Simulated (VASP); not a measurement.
Set up this calculation in VASP 6.6.1, as the native input.

```
Task                   : single point
Functional             : r2SCAN
Potentials or basis    : VASP PAW PBE potentials, release 64 (B, N)
Cutoff                 : 520 eV
k mesh                 : 12 × 12 × 12
Occupations            : gaussian, width 0.05 eV
Spin                   : no spin polarisation
Dipole correction      : no
Further INCAR settings : ALGO = Normal; EDIFF = 1e-06; NBANDS = 11
```

Crystal: BN.

```
B N
1.0
     0.00000    1.81300    1.81300
     1.81300    0.00000    1.81300
     1.81300    1.81300    0.00000
B N
1 1
Direct
  0.00000 0.00000 0.00000
  0.75000 0.75000 0.75000
```

These files were run (other wordings do the same):

POSCAR

```
BN
1.0
    0.0000000000      1.8130010000      1.8130010000
    1.8130010000      0.0000000000      1.8130010000
    1.8130010000      1.8130010000      0.0000000000
B N
1 1
Direct
    0.0000000000      0.0000000000      0.0000000000
    0.7500000000      0.7500000000      0.7500000000
```

INCAR.step1

```
ALGO = Normal
EDIFF = 1E-4
ENCUT = 520
GGA = PE
ISMEAR = 0
LASPH = T
LCHARG = F
LREAL = F
LWAVE = T
NBANDS = 11
NELM = 80
PREC = Accurate
SIGMA = 0.05
```

INCAR.step2

```
ALGO = Normal
EDIFF = 1E-6
ENCUT = 520
ISIF = 2
ISMEAR = 0
ISTART = 1
LASPH = T
LCHARG = T
LELF = T
LMIXTAU = T
LREAL = F
LVHAR = T
LWAVE = F
METAGGA = R2SCAN
NBANDS = 11
NELM = 80
PREC = Accurate
SIGMA = 0.05
```

KPOINTS

```
k-points
0
Gamma
  12 12 12
```

Potentials or basis: VASP PAW PBE potentials, release 64 (B, N).

The run is started by

```sh
$ cat potpaw_PBE.64/B/POTCAR potpaw_PBE.64/N/POTCAR > POTCAR
$ cp INCAR.step1 INCAR
$ mpirun -np 1 vasp_std > vasp.out
$ cp INCAR.step2 INCAR
$ mpirun -np 1 vasp_std > vasp.out
```

Results of the run:

| Quantity | Value |
| --- | --- |
| Pressure | -4.1 GPa |
| Band gap on the k mesh | 4.96 eV, indirect (least direct gap 9.48 eV) |

Caveat: the PAW data sets were made with another functional, which shifts forces and pressure a little.

Wall time 16 s on 1 thread of Intel(R) Xeon(R) 6975P-C (Granite Rapids), with other jobs on the host, peak memory 0.12 GiB.
